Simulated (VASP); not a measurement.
Input of a VASP 6.6.1 run:

Contents of INCAR:

```
SYSTEM = TiB2
PREC = Accurate
ENCUT = 520
EDIFF = 1E-6
ISMEAR = 0
SIGMA = 0.1
LREAL = .False.
LASPH = .True.
NELM = 100
ALGO = Normal
ISIF = 2
LWAVE = .False.
LCHARG = .False.
GGA = PE
NBANDS = 16
```

KPOINTS

```
Automatic mesh
0
Gamma
  18 18 14
  0 0 0
```

File POSCAR:

```
TiB2
1.0
    3.0318048534      0.0000000000      0.0000000000
   -1.5159024267      2.6256200223      0.0000000000
    0.0000000000      0.0000000000      3.2242295254
Ti B
1 2
Direct
    0.0000000000      0.0000000000      0.0000000000
    0.3333333333      0.6666666667      0.5000000000
    0.6666666667      0.3333333333      0.5000000000
```

Potentials or basis: VASP PAW PBE potentials, release 64 (Ti_sv, B).

Command:

```bash
$ cat potpaw_PBE.64/Ti_sv/POTCAR potpaw_PBE.64/B/POTCAR > POTCAR
$ mpirun -np 1 vasp_std > vasp.out
```

(1) Estimate the pressure.

(2) Predict the band gap on the k mesh.

## Answers

(1) 0.2 GPa.

(2) zero (band 9 reaches 10.40 eV, above the bottom of band 10 at 9.80 eV).
